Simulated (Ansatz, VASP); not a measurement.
# Se in VASP and in Ansatz

The input INCAR:

```
ALGO     = Normal         # electronic algorithm
EDIFF    = 1E-6           # SCF threshold, eV
ENCUT    = 520            # plane-wave cutoff, eV
GGA      = PE             # functional
ISIF     = 2              # what is computed and relaxed
ISMEAR   = -1             # smearing method
LASPH    = True           # aspherical terms in the spheres
LCHARG   = False          # write CHGCAR
LREAL    = False          # projectors in reciprocal space
LWAVE    = False          # write WAVECAR
NBANDS   = 16             # bands
NELM     = 100            # most SCF steps
PREC     = Accurate       # precision mode
SIGMA    = 0.05           # smearing width, eV
```

Contents of KPOINTS:

```
k-points
0
Gamma
  4 4 3
```

The input POSCAR:

```
Se
1.0
    4.5203796332      0.0000000000      0.0000000000
   -2.2601898166      3.9147635971      0.0000000000
    0.0000000000      0.0000000000      5.0453124951
Se
3
Direct
    0.2189274285      0.0000000000      0.3333333333
    1.0000000000      0.2189274285      0.6666666667
    0.7810725715      0.7810725715      0.0000000000
```

Input for Ansatz:

```yaml
crystal:
  lattice:
    - [4.5203796332, 0.0, 0.0]
    - [-2.2601898166, 3.9147635971, 0.0]
    - [0.0, 0.0, 5.0453124951]
  atoms:
    - { symbol: Se, position: [0.2189274285, 0.0, 0.3333333333] }
    - { symbol: Se, position: [1.0, 0.2189274285, 0.6666666667] }
    - { symbol: Se, position: [0.7810725715, 0.7810725715, 0.0] }
hamiltonian:
  xc: pbe
  pseudopotentials:
    kind: paw
    azcp:
      Se: "pseudopotentials/Se.paw.azcp"
basis:
  ecutwfc: 420
  fft_grid_basis: typed
kpoints:
  mp_grid: { grid: [4, 4, 3], shift: [0, 0, 0] }
magnetization:
  spin_polarized: false
scf:
  occupations: { method: fermi_dirac, width: 0.05 }
  lower_state_search: "off"
output:
  stress: true
```

Alike in both runs: task single point; functional PBE; k mesh 4 × 4 × 3; occupations fermi-dirac, width 0.05 eV; no spin polarisation.

```csv
,VASP,Ansatz
version,VASP 6.6.1,Ansatz 0.2.0
potentials or method,"VASP PAW PBE potentials, release 64 (Se), cutoff 520 eV","plane waves (420 eV) with PAW, scalar-relativistic"
valence electrons in the cell,18,48
```

```tsv
	VASP	Ansatz	Ansatz less VASP
pressure (GPa)	0.1	0.0	-0.09
traceless stress, the component that is largest in VASP (GPa)	-0.07	-0.11	-0.032
```

VASP's potentials hold 18 valence electrons a cell and Ansatz's 48, so a difference there can come from the potentials and not from the codes.
